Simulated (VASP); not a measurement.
# Y (I4/mmm) in VASP: notebook

The runs below take Y through single point, with PBEsol.

All numbers are computed with VASP 6.6.1; they aren't measurements. Logs are shortened: lines on timing, memory, paths and dates and some standing lists are left out, and cuts for length are marked.

## 1. The cell of the first run

It takes space group I4/mmm (No. 139, tetragonal). Conventional cell: a = 3.131 Å, b = 3.131 Å, c = 6.261 Å, α = 90.00°, β = 90.00°, γ = 90.00°. Within 4.1 Å of Y (site symmetry 4/mmm) lie 12 Y at 3.13 to 3.83 Å.

## 2. Single point, PBEsol

INCAR reads:

```
SYSTEM = Y
PREC     = Accurate       ! precision mode
ENCUT    = 520            ! plane-wave cutoff, eV
EDIFF    = 1E-6           ! SCF threshold, eV
ISMEAR   = 0              ! smearing method
SIGMA    = 0.15           ! smearing width, eV
LREAL    = .False.        ! projectors in reciprocal space
LASPH    = .True.         ! aspherical terms in the spheres
NELM     = 80             ! most SCF steps
ALGO     = Fast           ! electronic algorithm
ISIF     = 2              ! what is computed and relaxed
LWAVE    = .False.        ! write WAVECAR
LCHARG   = .True.         ! write CHGCAR
GGA      = PS             ! functional
LELF     = .True.         ! ELF
LVHAR    = .True.       
NBANDS   = 12             ! bands
```

KPOINTS reads:

```
Automatic mesh
0
Gamma
  18 18 18
  0 0 0
```

POSCAR reads:

```
Y
1.0
    0.0000000000      2.2139947663      3.1305885996
    2.2139947663      0.0000000000      3.1305885996
    2.2139947663      2.2139947663      0.0000000000
Y
1
Direct
    0.0000000000      0.0000000000      0.0000000000
```

Potentials or basis: VASP PAW PBE potentials, release 64 (Y_sv).

On the command line:

```
$ cat potpaw_PBE.64/Y_sv/POTCAR > POTCAR
$ mpirun -np 1 vasp_std > vasp.out
```

OUTCAR:

```text
SYSTEM = Y
   PREC = Accurate
   ENCUT = 520
   EDIFF = 1E-6
   ISMEAR = 0
   LREAL = .False.
   LASPH = .True.
   NELM = 80
   ISIF = 2
   GGA = PS

 ion  position               nearest neighbor table
   1  0.000  0.000  0.000-

  LATTYP: Found a body centered tetragonal cell.
 ALAT       =     3.1310614255
 C/A-ratio  =     1.9996979772

  Lattice vectors:

 A1 = (  -2.2139947663,   0.0000000000,   3.1305885996)
 A2 = (   2.2139947663,   0.0000000000,   3.1305885996)
 A3 = (   0.0000000000,   2.2139947663,  -3.1305885996)

Analysis of symmetry for initial positions (statically):
=====================================================================
 Subroutine PRICEL returns:
 Original cell was already a primitive cell.

 Routine SETGRP: Setting up the symmetry group for a
 body centered tetragonal supercell.

 Subroutine GETGRP returns: Found 16 space group operations
 (whereof 16 operations were pure point group operations)
 out of a pool of 16 trial point group operations.

The static configuration has the point symmetry D_4h.

Analysis of symmetry for dynamics (positions and initial velocities):
=====================================================================
 Subroutine PRICEL returns:
 Original cell was already a primitive cell.

 Routine SETGRP: Setting up the symmetry group for a
 body centered tetragonal supercell.

 Subroutine GETGRP returns: Found 16 space group operations
 (whereof 16 operations were pure point group operations)
 out of a pool of 16 trial point group operations.

The dynamic configuration has the point symmetry D_4h.

 Subroutine INISYM returns: Found 16 space group operations
 (whereof 16 operations are pure point group operations),
 and found     1 'primitive' translations

----------------------------------------------------------------------------------------

                                     Primitive cell

  volume of cell :      30.6909

  direct lattice vectors                    reciprocal lattice vectors
     0.000000000  2.213994766  3.130588600    -0.225836126  0.225836126  0.159714374
     2.213994766  0.000000000  3.130588600     0.225836126 -0.225836126  0.159714374
     2.213994766  2.213994766  0.000000000     0.225836126  0.225836126 -0.159714374

  length of vectors
     3.834365372  3.834365372  3.131061426     0.357089054  0.357089054  0.357089054

  position of ions in fractional coordinates (direct lattice)
     0.000000000  0.000000000  0.000000000

  ion indices of the primitive-cell ions
[... 83 lines left out ...]
   TEBEG  =    0.0;   TEEND  =   0.0 temperature during run
   PSTRESS=    0.0 pullay stress
   NELECT =      11.0000    total number of electrons
   NUPDOWN=      -1.0000    fix difference up-down
   EMIN   =  10.00;   EMAX   =-10.00  energy-range for DOS
   EFERMI =   0.00;   METHOD = LEGACY
   ISMEAR =     0;   SIGMA  =   0.15  broadening in eV -4-tet -1-fermi 0-gaus
   EFERMI_NEDOS =   21; number of points for ismear=-14 and -15
   IALGO  =     68    algorithm
   IMIX   =      4    mixing-type and parameters
     AMIX     =   0.40;   BMIX     =  1.00
     AMIX_MAG =   1.60;   BMIX_MAG =  1.00
  volume/ion in A,a.u.               =      30.69       207.11
  Fermi-wavevector in a.u.,A,eV,Ry     =   1.162883  2.197530 18.399114  1.352297
  Thomas-Fermi vector in A             =   2.299439
   LORBIT       =      0    0 simple, 1 ext, 2 COOP (PROOUT), +10 PAW based schemes
   GGA     = PS    functional components
   LHFCALC =     F    Hartree Fock is set to
   AEXX    =    0.0000 exact exchange contribution
   IVDW    =     0    specifies the selected vdW correction
   LEPSILON=     F    determine dielectric tensor
   LRPA    =     F    only Hartree local field effects (RPA)
 non-spin polarized calculation
 RMM-DIIS sequential band-by-band and
 Gauss-broadening in eV      SIGMA  =   0.15
  energy-cutoff  :      520.00
  volume of cell :       30.69
 maximum number of plane-waves:       841
 NGX is ok and might be reduce to    30

 number of electron      11.0000000 magnetization

 Free energy of the ion-electron system (eV)
  ---------------------------------------------------
  ext. energy  EPLUGINS =         0.00000000
  ---------------------------------------------------
  free energy    TOTEN  =        -6.52687931 eV

  energy without entropy =       -6.50472835  energy(sigma->0) =       -6.51580383

 E-fermi :   3.1535     XC(G=0):  -9.7875

 val. band max:        3.1532042718   @ k =  -0.3333   0.0556   0.2222
 cond. band min:       3.1581086174   @ k =  -0.3889   0.4444   0.1111
 fundamental gap:      0.0049043457
 Fermi energy:         3.1535298851

 k-point     1 :       0.0000    0.0000    0.0000
  band No.  band energies     occupation
      1     -39.3978      2.00000
      2     -19.1231      2.00000
      3     -18.9148      2.00000
      4     -18.9148      2.00000
      5      -1.5169      2.00000
      6       3.2519      0.35377
      7       4.3210      0.00000
      8       6.6635      0.00000
      9       6.6635      0.00000
     10       9.1523      0.00000
     11      12.4292      0.00000
     12      13.6285      0.00000
[... 331 lines left out ...]
 k-point    24 :      -0.2222    0.0556    0.0000
  band No.  band energies     occupation
      1     -39.3268      2.00000
      2     -19.5367      2.00000
      3     -19.1334      2.00000
      4     -18.8732      2.00000
      5       0.0881      2.00000
      6       3.8923      0.00000
      7       4.0602      0.00000
      8       6.1752      0.00000
      9       7.1113      0.00000
     10       7.6131      0.00000
     11      13.3265      0.00000
     12      14.0161      0.00000

 [... further k-points ...]

------------------------ aborting loop because EDIFF is reached ----------------------------------------

  FORCE on cell =-STRESS in cart. coord.  units (eV):
  Direction    XX          YY          ZZ          XY          YZ          ZX
  --------------------------------------------------------------------------------------
  -------------------------------------------------------------------------------------
  Total        1.0074359      1.0074359     -1.6982564      0.0000000     -0.0000000     -0.0000000
  in kB       52.5918989     52.5918989    -88.6552917      0.0000000     -0.0000000     -0.0000000
  external PRESSURE =       5.5095020 kB  Pullay stress =       0.0000000 kB

 VOLUME and BASIS-vectors are now :
 -----------------------------------------------------------------------------
  energy-cutoff  :      520.00
  volume of cell :       30.69
      direct lattice vectors                 reciprocal lattice vectors
     0.000000000  2.213994766  3.130588600    -0.225836126  0.225836126  0.159714374
     2.213994766  0.000000000  3.130588600     0.225836126 -0.225836126  0.159714374
     2.213994766  2.213994766  0.000000000     0.225836126  0.225836126 -0.159714374

 POSITION                                       TOTAL-FORCE (eV/Angst)
 -----------------------------------------------------------------------------------
      0.00000      0.00000      0.00000        -0.000000      0.000000      0.000000
 -----------------------------------------------------------------------------------
    total drift:                                0.000000      0.000000      0.000000

  FREE ENERGIE OF THE ION-ELECTRON SYSTEM (eV)
  ---------------------------------------------------
  free  energy   TOTEN  =        -6.5268793066 eV

  energy  without entropy=       -6.5047283451  energy(sigma->0) =       -6.51580383
```

OSZICAR:

```text
N       E                     dE             d eps       ncg     rms          rms(c)
DAV:   1     0.244765914359E+02    0.24477E+02   -0.55947E+03 11584   0.838E+02
DAV:   2    -0.549384028596E+01   -0.29970E+02   -0.29126E+02 13864   0.166E+02
DAV:   3    -0.674187567673E+01   -0.12480E+01   -0.12239E+01 16168   0.219E+01
DAV:   4    -0.677115044017E+01   -0.29275E-01   -0.29236E-01 12988   0.321E+00
DAV:   5    -0.677174909713E+01   -0.59866E-03   -0.59863E-03 14712   0.356E-01    0.242E+01
RMM:   6    -0.656127767580E+01    0.21047E+00   -0.17384E-01 12746   0.251E+00    0.142E+01
RMM:   7    -0.652984776714E+01    0.31430E-01   -0.32741E-01 15287   0.344E+00    0.140E+00
RMM:   8    -0.652828429443E+01    0.15635E-02   -0.52272E-02 13482   0.159E+00    0.609E-01
RMM:   9    -0.652693841417E+01    0.13459E-02   -0.13607E-02 16173   0.669E-01    0.339E-01
RMM:  10    -0.652773266262E+01   -0.79425E-03   -0.33898E-03 17743   0.318E-01    0.567E-01
RMM:  11    -0.652705433001E+01    0.67833E-03   -0.73393E-04 15196   0.229E-01    0.237E-01
RMM:  12    -0.652690413102E+01    0.15020E-03   -0.37870E-04 15605   0.186E-01    0.130E-01
RMM:  13    -0.652688235062E+01    0.21780E-04   -0.13091E-04 16776   0.879E-02    0.731E-02
RMM:  14    -0.652687770596E+01    0.46447E-05   -0.10839E-04 16168   0.785E-02    0.105E-02
RMM:  15    -0.652687920481E+01   -0.14988E-05   -0.12999E-05 16431   0.239E-02    0.415E-03
RMM:  16    -0.652687930665E+01   -0.10184E-06   -0.34276E-06 11800   0.965E-03
   1 F= -.65268793E+01 E0= -.65158038E+01  d E =-.221510E-01
```

It took 3.3 min on 1 thread of Intel Xeon Platinum 8259CL at 2.50GHz (Skylake/Cascade Lake), shared host; peak memory 0.33 GiB.

What came out:

* Free energy: -6.5269 eV
* Pressure: 0.6 GPa

Stress tensor (GPa, compression positive):
```
 5.26  0.00  0.00
 0.00  5.26  0.00
 0.00  0.00 -8.87
```

Levels at points of the mesh, in eV from the Fermi level:
| k point | band 1 | band 2 | band 3 | band 4 | band 5 | band 6 | band 7 | band 8 | band 9 | band 10 |
| --- | --- | --- | --- | --- | --- | --- | --- | --- | --- | --- |
| (0.00, 0.00, 0.00) | -42.55 | -22.28 | -22.07 | -22.07 | -4.67 | 0.10 | 1.17 | 3.51 | 3.51 | 6.00 |
| (0.50, 0.00, 0.00) | -42.42 | -23.11 | -22.33 | -22.00 | -1.81 | 0.39 | 1.17 | 3.19 | 5.15 | 5.31 |
| (0.50, 0.50, 0.00) | -42.51 | -22.68 | -22.12 | -22.12 | -2.25 | -0.70 | 0.20 | 5.77 | 5.77 | 6.30 |
| (0.50, 0.00, 0.50) | -42.32 | -23.00 | -22.89 | -22.24 | -1.91 | -0.53 | 3.67 | 4.19 | 4.35 | 6.69 |

Caveat: the PAW data sets were made with another functional, which shifts forces and pressure a little.

## 3. Single point, PBEsol

This run uses another cell than the first one, of the same volume but with other edges.

INCAR reads:

```
SYSTEM = Y
  ALGO = Fast
  EDIFF = 1E-6
  ENCUT = 520
  GGA = PS
  ISIF = 2
  ISMEAR = 0
  LASPH = .True.
  LCHARG = .False.
  LREAL = .False.
  LWAVE = .False.
  NBANDS = 12
  NELM = 80
  PREC = Accurate
  SIGMA = 0.15
```

KPOINTS reads:

```
k-points
0
Gamma
  18 18 18
  0 0 0
```

POSCAR reads:

```
Y
1.0
    0.0000000000      2.6233329721      2.2298330263
    2.6233329721      0.0000000000      2.2298330263
    2.6233329721      2.6233329721      0.0000000000
Y
1
Direct
    0.0000000000      0.0000000000      0.0000000000
```

Potentials or basis: VASP PAW PBE potentials, release 64 (Y_sv).

On the command line:

```
$ cat potpaw_PBE.64/Y_sv/POTCAR > POTCAR
$ mpirun -np 1 vasp_std > vasp.out
```

It took 3.2 min on 1 thread of Intel Xeon Platinum 8259CL at 2.50GHz (Skylake/Cascade Lake), shared host; peak memory 0.33 GiB.

Results (log left out):

```yaml
Free_energy: -6.7686 eV
Pressure: 0.1 GPa
```

Stress tensor (GPa, compression positive):
```
-1.03  0.00  0.00
 0.00 -1.03  0.00
 0.00  0.00  2.48
```

Levels at points of the mesh, in eV from the Fermi level:
```tsv
k point	band 1	band 2	band 3	band 4	band 5	band 6	band 7	band 8	band 9	band 10
(0.00, 0.00, 0.00)	-42.50	-22.16	-22.16	-22.16	-4.88	1.55	1.55	2.76	2.92	4.50
(0.50, 0.00, 0.00)	-42.41	-22.86	-22.33	-22.18	-2.08	0.83	0.86	2.58	4.98	6.02
(0.50, 0.50, 0.00)	-42.35	-22.77	-22.53	-22.53	-1.78	-1.30	3.86	5.55	5.94	5.94
(0.50, 0.00, 0.50)	-42.40	-22.83	-22.42	-22.26	-1.98	-0.69	1.67	5.09	5.27	6.44
```

Caveat: the PAW data sets were made with another functional, which shifts forces and pressure a little.

(Continued in part 2 of 2.)
